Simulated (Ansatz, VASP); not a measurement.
**Ge4P3: VASP beside Ansatz**

Contents of INCAR:

```
PREC = Accurate
ENCUT = 600
EDIFF = 1E-6
ISMEAR = 0
SIGMA = 0.1
LREAL = F
LASPH = T
NELM = 80
ALGO = Normal
ISIF = 3
LWAVE = F
LCHARG = F
GGA = PE
IBRION = 2
NSW = 100
EDIFFG = -0.01
```

File KPOINTS:

```
Automatic mesh
0
Gamma
  8 8 8
```

POSCAR

```
Ge4P3
1.0
    5.1544269309      0.0000000000      0.0000000000
    0.0000000000      5.1544269309      0.0000000000
    0.0000000000      0.0000000000      5.1544269309
Ge P
4 3
Direct
    0.5000000000      0.5000000000      0.0000000000
    0.0000000000      0.5000000000      0.5000000000
    0.5000000000      0.0000000000      0.5000000000
    0.5000000000      0.5000000000      0.5000000000
    0.5000000000      0.0000000000      0.0000000000
    0.0000000000      0.5000000000      0.0000000000
    0.0000000000      0.0000000000      0.5000000000
```

Input for Ansatz:

```yaml
crystal:
  lattice:
    - [5.1544269309, 0.0, 0.0]
    - [0.0, 5.1544269309, 0.0]
    - [0.0, 0.0, 5.1544269309]
  atoms:
    - { symbol: Ge, position: [0.5, 0.5, 0.0] }
    - { symbol: Ge, position: [0.0, 0.5, 0.5] }
    - { symbol: Ge, position: [0.5, 0.0, 0.5] }
    - { symbol: Ge, position: [0.5, 0.5, 0.5] }
    - { symbol: P, position: [0.5, 0.0, 0.0] }
    - { symbol: P, position: [0.0, 0.5, 0.0] }
    - { symbol: P, position: [0.0, 0.0, 0.5] }
basis:
  ecutwfc: 420
kpoints:
  mp_grid: { grid: [8, 8, 8] }
hamiltonian:
  xc: pbe
scf:
  occupations: { method: gaussian, width: 0.1 }
output:
  forces: true
  stress: true
  eigenvalues: true
relax:
  adjacent_minimum: "off"
  f_tol: 0.01
  max_steps: 80
  cell: { stress_tol: 0.05 }
```

Alike in both runs: task relaxation of cell and atoms; functional PBE; k mesh 8 × 8 × 8; occupations gaussian, width 0.1 eV; no spin polarisation.

```csv
,VASP,Ansatz
version,VASP 6.6.1,Ansatz 0.2.0
potentials or method,"VASP PAW PBE potentials, release 64 (Ge_d, P), cutoff 600 eV","scalar-relativistic, plane waves, PAW"
valence electrons in the cell,71,71
```

```csv
,VASP,Ansatz,Ansatz less VASP
"gap on the k mesh at the Fermi level, each at its own relaxed structure (eV)",none,none,-
relaxed volume (Å³/atom),19.65,19.65,-0.001
relaxed cell length with the largest relative difference (Å),5.162,5.162,-0.0001
```

A gap of «none» marks a metal or a gap that the smearing closes.
